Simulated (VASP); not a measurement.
A run of VASP 6.6.1 is set up as follows.

The input POSCAR:

```
MgO
1.0
    0.0342300849      2.2820056627      2.2820056627
    2.2820056627      0.0342300849      2.2820056627
    2.3162357476      2.3162357476      0.0000000000
Mg O
1 1
Direct
    0.0026811211      0.0026811211     -0.0026811211
    0.2473188789      0.2473188789      0.2526811211
```

Contents of INCAR.step1:

```
  PREC = Accurate
  ENCUT = 520
  EDIFF = 1E-5
  ISMEAR = 0
  SIGMA = 0.01
  LREAL = F
  LASPH = T
  NELM = 80
  ALGO = Normal
  ISIF = 2
  LWAVE = T
  LCHARG = F
  GGA = PE
  NBANDS = 11
```

File INCAR.step2:

```
  PREC = Accurate
  ENCUT = 520
  EDIFF = 1E-7
  ISMEAR = 0
  SIGMA = 0.01
  LREAL = F
  LASPH = T
  NELM = 80
  ALGO = Normal
  ISIF = 2
  LWAVE = F
  LCHARG = F
  GGA = PE
  LHFCALC = T
  HFSCREEN = 0.2079
  PRECFOCK = Normal
  ISTART = 1
  NBANDS = 11
```

KPOINTS

```
Automatic mesh
0
Gamma
  6 6 6
```

Potentials or basis: VASP PAW PBE potentials, release 64 (Mg, O).

Command:

```bash
$ cat potpaw_PBE.64/Mg/POTCAR potpaw_PBE.64/O/POTCAR > POTCAR
$ cp INCAR.step1 INCAR
$ mpirun -np 1 vasp_std > vasp.out
$ cp INCAR.step2 INCAR
$ mpirun -np 1 vasp_std > vasp.out
```

(1) Estimate the band gap on the k mesh.

(2) Estimate the pressure.

Results:

(1) 5.15 eV.

(2) -0.1 GPa.

Caveat: the cell differs from its parent crystal (shear xy strain +3.0%); the PAW data sets were made with another functional, which shifts forces and pressure a little.
